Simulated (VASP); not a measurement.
Set up this calculation in VASP 6.6.1, as the native input.

```yaml
Task: single point
Functional: PBE
Potentials_or_basis: VASP PAW PBE potentials, release 64 (Co)
Cutoff: 520 eV
k_mesh: 10 × 10 × 6
Occupations: fermi-dirac, width 0.05 eV
Spin: collinear spin, ferromagnetic start
Starting_moments: "[2.0, 2.0] μB"
Dipole_correction: no
Further_INCAR_settings: ALGO = Fast; EDIFF = 1e-06; NBANDS = 20
```

The structure of Co lies in POSCAR:

```
Co
1.0
    2.5214399013      0.0000000000      0.0000000000
   -1.2607199506      2.1836310086      0.0000000000
    0.0000000000      0.0000000000      4.0211440800
Co
2
Direct
    0.6666666667      0.3333333333      0.7500000000
    0.3333333333      0.6666666667      0.2500000000
```

The input as run:

INCAR

```
PREC = Accurate ; ENCUT = 520
EDIFF = 1E-6 ; ISMEAR = -1
SIGMA = 0.05 ; LREAL = F
LASPH = T ; NELM = 150
ALGO = Fast ; ISIF = 2
LWAVE = F ; LCHARG = T
ISPIN = 2 ; MAGMOM = 2 2
LORBIT = 11 ; LMAXMIX = 4
GGA = PE ; LELF = T
LVHAR = T ; NBANDS = 20
```

KPOINTS

```
Automatic mesh
0
Gamma
  10 10 6
```

Potentials or basis: VASP PAW PBE potentials, release 64 (Co).

The run is started by

```sh
$ cat potpaw_PBE.64/Co/POTCAR > POTCAR
$ mpirun -np 1 vasp_std > vasp.out
```

Results of the run:

```json
{
 "Pressure": "-3.9 GPa",
 "Net moment": "3.31 μB per cell",
 "Site moments": "Co +1.68 μB",
 "Valence electrons inside the program's atomic spheres": "Co 8.23"
}
```

It used 58 s of CPU time on 1 thread of AMD EPYC 7R13 Processor (Zen 3) (shared host).
